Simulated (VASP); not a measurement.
# LiAg3Cl3 (Pm) in VASP: further runs

LiAg3Cl3 is run at these levels: PBE; tasks: single point.

Program: VASP 6.6.1. These are calculated values, not measurements. Logs are shortened: lines on timing, memory, paths and dates and some standing lists are left out, and cuts for length are marked.

## Step 1: The cell of the first run

It takes space group Pm (No. 6, monoclinic). Conventional cell: a = 6.915 Å, b = 3.382 Å, c = 7.023 Å, α = 90.00°, β = 118.67°, γ = 90.00°. Within 3.2 Å of Li (site symmetry m) lie 5 Cl at 2.35 to 2.55 Å and 1 Ag at 3.19 Å. Within 3.6 Å of Ag (site symmetry m) lie 5 Cl at 2.77 to 3.57 Å and 5 Ag at 2.78 to 3.38 Å and 2 Li at 3.48 to 3.57 Å. Ag (site symmetry m) has 3 Cl at 2.68 to 2.77 Å and 5 Ag at 2.78 to 3.38 Å and 1 Li at 3.19 Å within 3.5 Å. Within 4.1 Å of Ag (site symmetry m) lie 5 Cl at 2.70 to 3.85 Å and 6 Ag at 2.91 to 3.38 Å and 4 Li at 3.96 to 4.03 Å. Cl (site symmetry m) has 1 Li at 2.35 Å and 3 Ag at 2.68 to 2.70 Å within 3.1 Å. Within 3.2 Å of Cl (site symmetry m) lie 2 Li at 2.45 Å and 3 Ag at 2.77 to 2.80 Å. Within 3.4 Å of Cl (site symmetry m) lie 2 Li at 2.55 Å and 4 Ag at 2.77 to 2.90 Å and 3 Cl at 3.38 Å.

The cell was built from a structure type or drawn by symmetry, and may not be a known phase.

## Step 2: Single point, PBE

Input file INCAR:

```
PREC = Accurate ; ENCUT = 520
EDIFF = 1E-6 ; ISMEAR = 0
SIGMA = 0.1 ; LREAL = F
LASPH = T ; NELM = 60
ALGO = Normal ; ISIF = 2
LWAVE = F ; LCHARG = F
GGA = PE ; NBANDS = 38
```

Input file KPOINTS:

```
Automatic mesh
0
Gamma
  4 6 4
```

Input file POSCAR:

```
LiAg3Cl3
1.0
    6.9152432000      0.0000000000      0.0000000000
    0.0000000000      3.3824821000      0.0000000000
   -3.3698670000      0.0000000000      6.1620175000
Li Ag Cl
1 3 3
Direct
    0.5499130000      0.5000000000      0.2219120000
    0.9885280000      0.5000000000      0.1104000000
    0.6156490000      0.5000000000      0.7030930000
    0.9862710000      0.0000000000      0.7718380000
    0.3180160000      0.5000000000      0.8440600000
    0.8402400000      0.0000000000      0.3245890000
    0.3680840000      0.0000000000      0.3575090000
```

Potentials or basis: VASP PAW PBE potentials, release 64 (Li_sv, Ag, Cl).

Started as:

```bash
$ cat potpaw_PBE.64/Li_sv/POTCAR potpaw_PBE.64/Ag/POTCAR potpaw_PBE.64/Cl/POTCAR > POTCAR
$ mpirun -np 1 vasp_std > vasp.out
```

OUTCAR:

```text
PREC = Accurate
   ENCUT = 520
   EDIFF = 1E-6
   ISMEAR = 0
   LREAL = F
   LASPH = T
   NELM = 60
   ISIF = 2
   GGA = PE

 ion  position               nearest neighbor table
   1  0.550  0.500  0.222-   5 2.35   6 2.45   6 2.45   7 2.55   7 2.55
   2  0.989  0.500  0.110-   6 2.77   6 2.77   3 2.78   7 2.90   7 2.90   4 2.91   4 2.91
   3  0.616  0.500  0.703-   5 2.68   7 2.77   7 2.77   2 2.78   4 2.91   4 2.91
   4  0.986  0.000  0.772-   5 2.70   5 2.70   6 2.80   3 2.91   3 2.91   2 2.91   2 2.91
   5  0.318  0.500  0.844-   1 2.35   3 2.68   4 2.70   4 2.70
   6  0.840  0.000  0.325-   1 2.45   1 2.45   2 2.77   2 2.77   4 2.80
   7  0.368  0.000  0.358-   1 2.55   1 2.55   3 2.77   3 2.77   2 2.90   2 2.90

  LATTYP: Found a simple monoclinic cell.
 ALAT       =     6.9152432000
 B/A-ratio  =     0.4891342216
 C/A-ratio  =     1.0156230070
 COS(beta)  =    -0.4798138413

  Lattice vectors:

 A1 = (   6.9152432000,   0.0000000000,   0.0000000000)
 A2 = (   0.0000000000,   3.3824821000,   0.0000000000)
 A3 = (  -3.3698670000,   0.0000000000,   6.1620175000)

Analysis of symmetry for initial positions (statically):
=====================================================================
 Subroutine PRICEL returns:
 Original cell was already a primitive cell.

 Routine SETGRP: Setting up the symmetry group for a
 simple monoclinic supercell.

 Subroutine GETGRP returns: Found  2 space group operations
 (whereof  2 operations were pure point group operations)
 out of a pool of  4 trial point group operations.

The static configuration has the point symmetry C_1h.

Analysis of symmetry for dynamics (positions and initial velocities):
=====================================================================
 Subroutine PRICEL returns:
 Original cell was already a primitive cell.

 Routine SETGRP: Setting up the symmetry group for a
 simple monoclinic supercell.

 Subroutine GETGRP returns: Found  2 space group operations
 (whereof  2 operations were pure point group operations)
 out of a pool of  4 trial point group operations.

The dynamic configuration has the point symmetry C_1h.

 Subroutine INISYM returns: Found  2 space group operations
 (whereof  2 operations are pure point group operations),
 and found     1 'primitive' translations

----------------------------------------------------------------------------------------

                                     Primitive cell

  volume of cell :     144.1338

  direct lattice vectors                    reciprocal lattice vectors
     6.915243200  0.000000000  0.000000000     0.144608074  0.000000000  0.079082861
     0.000000000  3.382482100  0.000000000     0.000000000  0.295640885  0.000000000
    -3.369867000  0.000000000  6.162017500     0.000000000  0.000000000  0.162284512

  length of vectors
     6.915243200  3.382482100  7.023280093     0.164819884  0.295640885  0.162284512

  position of ions in fractional coordinates (direct lattice)
     0.549913000  0.500000000  0.221912000
     0.988528000  0.500000000  0.110400000
     0.615649000  0.500000000  0.703093000
     0.986271000  0.000000000  0.771838000
     0.318016000  0.500000000  0.844060000
     0.840240000  0.000000000  0.324589000
     0.368084000  0.000000000  0.357509000

  ion indices of the primitive-cell ions
   primitive index   ion index
                 1           1
                 2           2
                 3           3
                 4           4
                 5           5
                 6           6
                 7           7

----------------------------------------------------------------------------------------

 KPOINTS: Automatic mesh

Automatic generation of k-mesh.
 Grid dimensions read from file:
 generate k-points for:    4    6    4

 Generating k-lattice:

  Cartesian coordinates                     Fractional coordinates (reciprocal lattice)
     0.036152018  0.000000000  0.019770715     0.250000000  0.000000000  0.000000000
     0.000000000  0.049273481  0.000000000     0.000000000  0.166666667  0.000000000
     0.000000000  0.000000000  0.040571128     0.000000000  0.000000000  0.250000000

  Length of vectors
     0.041204971  0.049273481  0.040571128

  Shift w.r.t. Gamma in fractional coordinates (k-lattice)
     0.000000000  0.000000000  0.000000000

 Subroutine IBZKPT returns following result:
 ===========================================

 Found     40 irreducible k-points:

 Following reciprocal coordinates:
            Coordinates               Weight
  0.000000  0.000000  0.000000      1.000000
  0.250000  0.000000  0.000000      2.000000
  0.500000  0.000000  0.000000      1.000000
  0.000000  0.166667  0.000000      2.000000
  0.250000  0.166667  0.000000      4.000000
  0.500000  0.166667  0.000000      2.000000
[... 16 lines left out ...]
  0.500000  0.333333  0.250000      4.000000
 -0.250000  0.333333  0.250000      4.000000
 [... further k-points ...]
   k-points           NKPTS =     40   k-points in BZ     NKDIM =     40   number of bands    NBANDS=     38
   number of dos      NEDOS =    301   number of ions     NIONS =      7
   total plane-waves  NPLWV =  81648
   dimension x,y,z NGX =    54 NGY =   28 NGZ =   54
   dimension x,y,z NGXF=   108 NGYF=   56 NGZF=  108
   ions per type =               1   3   3
   NGX,Y,Z   is equivalent  to a cutoff of  12.98, 13.76, 12.78 a.u.
   NGXF,Y,Z  is equivalent  to a cutoff of  25.96, 27.52, 25.56 a.u.
 SYSTEM =  unknown system
   PREC   = accura    normal or accurate (medium, high low for compatibility)
   ISTART =      0    job   : 0-new  1-cont  2-samecut
   ICHARG =      2    charge: 1-file 2-atom 10-const
   ISPIN  =      1    spin polarized calculation?
   LNONCOLLINEAR =      F non collinear calculations
   LSORBIT =      F    spin-orbit coupling
   LASPH  =      T    aspherical Exc in radial PAW
   ENCUT  =  520.0 eV  38.22 Ry    6.18 a.u.  12.86  6.29 13.06*2*pi/ulx,y,z
   NELM   =     60;   NELMIN=  2; NELMDL= -5     # of ELM steps
   EDIFF  = 0.1E-05   stopping-criterion for ELM
   LREAL  =      F    real-space projection
[... 7 lines left out ...]
   TEBEG  =    0.0;   TEEND  =   0.0 temperature during run
   PSTRESS=    0.0 pullay stress
   NELECT =      57.0000    total number of electrons
   NUPDOWN=      -1.0000    fix difference up-down
   EMIN   =  10.00;   EMAX   =-10.00  energy-range for DOS
   EFERMI =   0.00;   METHOD = LEGACY
   ISMEAR =     0;   SIGMA  =   0.10  broadening in eV -4-tet -1-fermi 0-gaus
   EFERMI_NEDOS =   21; number of points for ismear=-14 and -15
   IALGO  =     38    algorithm
   IMIX   =      4    mixing-type and parameters
     AMIX     =   0.40;   BMIX     =  1.00
     AMIX_MAG =   1.60;   BMIX_MAG =  1.00
  volume/ion in A,a.u.               =      20.59       138.95
  Fermi-wavevector in a.u.,A,eV,Ry     =   1.201650  2.270788 19.646290  1.443962
  Thomas-Fermi vector in A             =   2.337453
   LORBIT       =      0    0 simple, 1 ext, 2 COOP (PROOUT), +10 PAW based schemes
   GGA     = PE    functional components
   LHFCALC =     F    Hartree Fock is set to
   AEXX    =    0.0000 exact exchange contribution
   IVDW    =     0    specifies the selected vdW correction
   LEPSILON=     F    determine dielectric tensor
   LRPA    =     F    only Hartree local field effects (RPA)
 non-spin polarized calculation
 Gauss-broadening in eV      SIGMA  =   0.10
  energy-cutoff  :      520.00
  volume of cell :      144.13
 maximum number of plane-waves:      3904
 NGX is ok and might be reduce to    54
   NGX = 25   NGY = 13   NGZ = 27

 number of electron      56.9999996 magnetization

 Free energy of the ion-electron system (eV)
  ---------------------------------------------------
  ext. energy  EPLUGINS =         0.00000000
  ---------------------------------------------------
  free energy    TOTEN  =       -20.29139245 eV

  energy without entropy =      -20.28694292  energy(sigma->0) =      -20.28916768

 E-fermi :   3.4110     XC(G=0):  -9.6359

 val. band max:        3.3675387974   @ k =   0.5000   0.1667   0.5000
 cond. band min:       3.6265300407   @ k =   0.0000   0.3333   0.2500
 fundamental gap:      0.2589912433
 Fermi energy:         3.4110179441

 k-point     1 :       0.0000    0.0000    0.0000
  band No.  band energies     occupation
      1     -41.5473      2.00000
      2     -11.6132      2.00000
      3     -11.2137      2.00000
      4     -11.1553      2.00000
      5      -1.5476      2.00000
      6      -1.3624      2.00000
[... 30 lines left out ...]
     37      12.4268      0.00000
     38      13.1814      0.00000

 k-point     2 :       0.2500    0.0000    0.0000
  band No.  band energies     occupation
      1     -41.5473      2.00000
      2     -11.5720      2.00000
      3     -11.2296      2.00000
      4     -11.1860      2.00000
      5      -1.6187      2.00000
      6      -1.3251      2.00000
[... 30 lines left out ...]
     37      12.4082      0.00000
     38      12.9126      0.00000

 k-point     3 :       0.5000    0.0000    0.0000
  band No.  band energies     occupation
      1     -41.5473      2.00000
      2     -11.5165      2.00000
      3     -11.2771      2.00000
      4     -11.1997      2.00000
      5      -1.7595      2.00000
      6      -1.2492      2.00000
[... 30 lines left out ...]
     37      12.1588      0.00000
     38      12.9717      0.00000

 k-point     4 :       0.0000    0.1667    0.0000
  band No.  band energies     occupation
      1     -41.5468      2.00000
      2     -11.5132      2.00000
      3     -11.1336      2.00000
      4     -11.0764      2.00000
      5      -1.3982      2.00000
      6      -1.1762      2.00000
[... 30 lines left out ...]
     37      11.9683      0.00000
     38      12.4246      0.00000
[... 703 lines left out ...]
      4     -10.9404      2.00000
      5      -1.2573      2.00000
      6      -1.1617      2.00000
[... 30 lines left out ...]
     37      11.2697      0.00000
     38      11.6490      0.00000

 k-point    23 :       0.5000    0.3333    0.2500
  band No.  band energies     occupation
      1     -41.5457      2.00000
      2     -11.2078      2.00000
      3     -11.0217      2.00000
      4     -10.9552      2.00000
      5      -1.2629      2.00000
      6      -1.1152      2.00000
[... 30 lines left out ...]
     37      11.4338      0.00000
     38      11.6810      0.00000

 k-point    24 :      -0.2500    0.3333    0.2500
  band No.  band energies     occupation
      1     -41.5457      2.00000
      2     -11.2569      2.00000
      3     -10.9924      2.00000
      4     -10.9304      2.00000
      5      -1.3447      2.00000
      6      -1.1494      2.00000
[... 30 lines left out ...]
     37      11.2699      0.00000
     38      11.7433      0.00000

 [... further k-points ...]

------------------------ aborting loop because EDIFF is reached ----------------------------------------

  FORCE on cell =-STRESS in cart. coord.  units (eV):
  Direction    XX          YY          ZZ          XY          YZ          ZX
  --------------------------------------------------------------------------------------
  -------------------------------------------------------------------------------------
  Total       -0.0785219     -0.1206181     -0.0220460      0.0000000      0.0000000     -0.0184273
  in kB       -0.8728416     -1.3407789     -0.2450617      0.0000000      0.0000000     -0.2048358
  external PRESSURE =      -0.8195607 kB  Pullay stress =       0.0000000 kB

 VOLUME and BASIS-vectors are now :
 -----------------------------------------------------------------------------
  energy-cutoff  :      520.00
  volume of cell :      144.13
      direct lattice vectors                 reciprocal lattice vectors
     6.915243200  0.000000000  0.000000000     0.144608074  0.000000000  0.079082861
     0.000000000  3.382482100  0.000000000     0.000000000  0.295640885  0.000000000
    -3.369867000  0.000000000  6.162017500     0.000000000  0.000000000  0.162284512

 POSITION                                       TOTAL-FORCE (eV/Angst)
 -----------------------------------------------------------------------------------
      3.05497      1.69124      1.36743         0.006907      0.000000      0.005561
      6.46388      1.69124      0.68029        -0.010638      0.000000      0.004137
      1.88803      1.69124      4.33247        -0.000591      0.000000     -0.016644
      4.21931      0.00000      4.75608         0.012702      0.000000      0.013535
     -0.64521      1.69124      5.20111        -0.025900      0.000000     -0.006623
      4.71664      0.00000      2.00012         0.006437      0.000000     -0.024050
      1.34063      0.00000      2.20298         0.011083      0.000000      0.024084
 -----------------------------------------------------------------------------------
    total drift:                                0.000602     -0.000000      0.000342

  FREE ENERGIE OF THE ION-ELECTRON SYSTEM (eV)
  ---------------------------------------------------
  free  energy   TOTEN  =       -20.2913924493 eV

  energy  without entropy=      -20.2869429192  energy(sigma->0) =      -20.28916768
```

Wall time 2.2 min (1 thread of Intel Xeon 6975P-C (Granite Rapids), shared host); peak memory 0.37 GiB.

What came out:

| Item | Value |
| --- | --- |
| Free energy | -20.2914 eV |
| Largest force | 0.027 eV/Å |
| Band gap on the k mesh | zero (an odd number of electrons rules out a gap without spin polarisation) |

Forces in eV/Å, atoms in the order of the input:
```
Li   0.007  0.000  0.006
Ag  -0.011  0.000  0.004
Ag  -0.001  0.000 -0.017
Ag   0.013  0.000  0.014
Cl  -0.026  0.000 -0.007
Cl   0.006  0.000 -0.024
Cl   0.011  0.000  0.024
```

Levels at points of the mesh, in eV from the Fermi level:
| k point | band 25 | band 26 | band 27 | band 28 | band 29 | band 30 | band 31 | band 32 | band 33 | band 34 |
| --- | --- | --- | --- | --- | --- | --- | --- | --- | --- | --- |
| (0.00, 0.00, 0.00) | -1.62 | -1.59 | -1.06 | -0.99 | -0.82 | 4.17 | 4.59 | 4.82 | 5.16 | 5.28 |
| (0.50, 0.00, 0.00) | -1.55 | -1.25 | -1.14 | -0.73 | -0.71 | 1.93 | 3.83 | 5.78 | 6.99 | 7.42 |
| (0.00, 0.50, 0.00) | -1.95 | -1.69 | -1.42 | -0.98 | 1.70 | 2.07 | 3.31 | 5.34 | 5.77 | 6.78 |
| (0.50, 0.50, 0.00) | -1.94 | -1.63 | -1.40 | -1.32 | 2.17 | 2.46 | 4.24 | 5.28 | 5.52 | 6.00 |
| (0.00, 0.00, 0.50) | -1.49 | -1.25 | -1.01 | -0.88 | -0.61 | 1.84 | 4.23 | 6.13 | 6.58 | 7.30 |
| (0.50, 0.00, 0.50) | -1.51 | -1.33 | -1.09 | -0.72 | -0.54 | 2.51 | 3.53 | 5.27 | 6.70 | 7.19 |
| (0.00, 0.50, 0.50) | -1.71 | -1.48 | -1.47 | -0.85 | 1.05 | 3.25 | 4.34 | 5.02 | 5.09 | 5.53 |
| (0.50, 0.50, 0.50) | -2.06 | -1.44 | -1.36 | -1.21 | 2.13 | 2.30 | 3.69 | 5.20 | 5.81 | 6.53 |

Caveat: the cutoff is under 1.25 times the usual one of these potentials, so pressure, stress and relaxed cells hold a basis-set (Pulay) error; an odd number of electrons without spin polarisation forces a metal; a magnetic or distorted state may lie lower.

[end of part 1 of 2]
